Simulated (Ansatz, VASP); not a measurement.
Hg: VASP beside Ansatz

The input INCAR:

```
  PREC = Accurate
  ENCUT = 520
  EDIFF = 1E-6
  ISMEAR = -1
  SIGMA = 0.1
  LREAL = False
  LASPH = True
  NELM = 60
  ALGO = Normal
  ISIF = 2
  LWAVE = False
  LCHARG = True
  GGA = PE
  LELF = True
  LVHAR = True
  NBANDS = 19
```

File KPOINTS:

```
Automatic mesh
0
Gamma
  14 14 14
```

File POSCAR:

```
Hg
1.0
   -2.3242176072      2.3242176072      1.2062268998
    2.3242176072     -2.3242176072      1.2062268998
    2.3242176072      2.3242176072     -1.2062268998
Hg
2
Direct
   -0.3750000000     -0.1250000000     -0.2500000000
    0.3750000000      0.1250000000      0.2500000000
```

Input for Ansatz:

```yaml
crystal:
  lattice:
    - [-2.3242176072, 2.3242176072, 1.2062268998]
    - [2.3242176072, -2.3242176072, 1.2062268998]
    - [2.3242176072, 2.3242176072, -1.2062268998]
  atoms:
    - { symbol: Hg, position: [-0.375, -0.125, -0.25] }
    - { symbol: Hg, position: [0.375, 0.125, 0.25] }
kpoints:
  mp_grid: { grid: [14, 14, 14] }
scf:
  occupations: { method: fermi_dirac, width: 0.1 }
hamiltonian:
  xc: pbe
  pseudopotentials: { kind: all_electron, lapw: { basis_error: 0.001 } }
output:
  forces: true
  stress: true
  eigenvalues: true
  populations: true
```

Change from the starting cell: volume scaled by 0.45, LAPW.

Alike in both runs: task single point; functional PBE; k mesh 14 × 14 × 14; occupations fermi-dirac, width 0.1 eV; no spin polarisation.

|  | VASP | Ansatz |
| --- | --- | --- |
| version | VASP 6.6.1 | Ansatz 0.2.0 |
| potentials or method | VASP PAW PBE potentials, release 64 (Hg), cutoff 520 eV | all-electron LAPW, scalar-relativistic |

|  | VASP | Ansatz | Ansatz less VASP |
| --- | --- | --- | --- |
| pressure (GPa) | 229.9 | 218.4 | -11.50 |
| traceless stress, the component that is largest in VASP (GPa) | 0.41 | -0.32 | -0.733 |

Both programs put the cell under a high pressure, so it lies far from rest at this level. Ansatz ran all-electron here, and VASP with PAW potentials.

Neither program's run includes spin-orbit coupling. Noted on VASP's run: the cell as given lies far from equilibrium.
